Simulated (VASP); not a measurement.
Bi: single point with PBE

The system is Bi.

```
CELL_PARAMETERS angstrom
-1.99287 1.99287 1.99287
1.99287 -1.99287 1.99287
1.99287 1.99287 -1.99287
ATOMIC_POSITIONS crystal
Bi 0.00000 0.00000 0.00000
```

This isn't the form of Bi at room conditions, which is rhombohedral.

```json
{"Program": "VASP 6.6.1", "Task": "single point", "Functional": "PBE", "Potentials or basis": "VASP PAW PBE potentials, release 64 (Bi_d)", "Cutoff": "520 eV", "k mesh": "18 × 18 × 18", "Occupations": "fermi-dirac, width 0.1 eV", "Spin": "no spin polarisation"}
```

- Pressure: -0.1 GPa
- Band gap on the k mesh: zero (an odd number of electrons rules out a gap without spin polarisation)

Levels at points of the mesh, in eV from the Fermi level:
```tsv
k point	band 3	band 4	band 5	band 6	band 7	band 8	band 9	band 10	band 11	band 12
(0.00, 0.00, 0.00)	-23.02	-22.90	-22.90	-13.40	5.00	5.00	5.00	8.91	10.47	10.47
(0.50, 0.00, 0.00)	-22.91	-22.91	-22.82	-10.45	-4.97	1.54	3.41	5.91	7.52	12.29
(0.50, 0.50, 0.50)	-22.84	-22.84	-22.84	-8.42	-1.76	-1.76	-1.76	3.55	3.55	15.30
```

Run time: 100 s on 1 thread of Intel Xeon 8259CL, with other jobs on the host, peak memory 0.21 GiB.

Caveat: spin-orbit coupling is left out, which moves the levels of the heavy elements.
